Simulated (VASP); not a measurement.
Wanted: the native input for a VASP 6.6.1 run.

```
Task                   : single point
Functional             : PBE
Potentials or basis    : VASP PAW PBE potentials, release 64 (P, C)
Cutoff                 : 520 eV
k mesh                 : 4 × 4 × 4
Occupations            : gaussian, width 0.1 eV
Spin                   : collinear spin, ferromagnetic start
Starting moments       : [0.0, 0.0, 1.0, 1.0, 1.0, 1.0, 1.0, 1.0] μB
Dipole correction      : no
Further INCAR settings : ALGO = Normal; EDIFF = 1e-07; NBANDS = 31
```

The structure of PC3 lies in POSCAR:

```
PC3
1.0
    4.5576712800      0.0000000000      0.0000000000
    0.0000000000      4.5576712800      0.0000000000
    0.0000000000      0.0000000000      4.5576712800
P C
2 6
Direct
    0.0000000000      0.0000000000      0.0000000000
    0.5000000000      0.5000000000      0.5000000000
    0.2500000000      0.0000000000      0.5000000000
    0.5000000000      0.7500000000      0.0000000000
    0.7500000000      0.0000000000      0.5000000000
    0.5000000000      0.2500000000      0.0000000000
    0.0000000000      0.5000000000      0.7500000000
    0.0000000000      0.5000000000      0.2500000000
```

The input as run:

INCAR

```
SYSTEM = PC3
ALGO = Normal
EDIFF = 1E-7
ENCUT = 520
GGA = PE
ISIF = 2
ISMEAR = 0
ISPIN = 2
LASPH = .TRUE.
LCHARG = .FALSE.
LORBIT = 11
LREAL = .FALSE.
LWAVE = .FALSE.
MAGMOM = 0 0 1 1 1 1 1 1
NBANDS = 31
NELM = 150
PREC = Accurate
SIGMA = 0.1
```

KPOINTS

```
k-points
0
G
  4 4 4
  0 0 0
```

Potentials or basis: VASP PAW PBE potentials, release 64 (P, C).

The run is started by

```sh
$ cat potpaw_PBE.64/P/POTCAR potpaw_PBE.64/C/POTCAR > POTCAR
$ mpirun -np 1 vasp_std > vasp.out
```

Results of the run:

The pressure is -24.0 GPa, the band gap on the k mesh is zero (filled and empty bands overlap) and the net moment is 0.00 μB per cell. The valence electrons inside the program's atomic spheres are P 2.19; C 2.01.

It took 54 s on 1 thread of Intel Xeon 6975P-C (shared host), peak memory 0.25 GiB.
